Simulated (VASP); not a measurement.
Runs of VASP 6.6.1 on AlRu. The structure is that of space group Pm-3m (No. 221), or close to it. The cells are those of the table. 

| cell | further INCAR settings | gap on the mesh (eV) | pressure (GPa) |
| --- | --- | --- | --- |
| a = 3.004, b = 2.914 Å, 2 atoms | ALGO = Fast; EDIFF = 1e-06; NBANDS = 16 | none | 6.7 |
| a = 3.004, b = 3.049 Å, 2 atoms | ALGO = Fast; EDIFF = 1e-06; NBANDS = 16 | none | (b) |
| a = 3.004, b = 2.824 Å, 2 atoms | ALGO = Fast; EDIFF = 1e-07; NBANDS = 16 | none | 14.9 |
| a = 3.004, b = 2.959 Å, 2 atoms | ALGO = Fast; EDIFF = 1e-06; NBANDS = 16 | none | 3.2 |
| a = 3.004, b = 2.869 Å, 2 atoms | ALGO = Fast; EDIFF = 1e-07; NBANDS = 16 | none | 10.6 |
| a = 3.004, b = 3.094 Å, 2 atoms | ALGO = Fast; EDIFF = 1e-06; NBANDS = 16 | none | (a) |

Alike in all rows: task single point; level PBE; potentials or basis VASP PAW PBE potentials, release 64 (Al, Ru_pv); no spin polarisation; k mesh 20 × 20 × 20; cutoff (eV) 520; smearing gaussian 0.15 eV.

Fill in the values left out.

(a) -5.6; (b) -3.0.

Caveats: the stress differs along the axes, from 5 to 10 GPa (at least some runs); the stress differs along the axes, from 10 to 24 GPa (at least some runs); the cell stands under pressure (at least some runs); the stress differs along the axes, from 8 to 17 GPa (at least some runs); the cell stands under tension (at least some runs).

A k mesh can miss the band edges, and the runs leave out spin-orbit coupling on Ru.

A gap of «none» marks levels without a gap at the run's occupations.
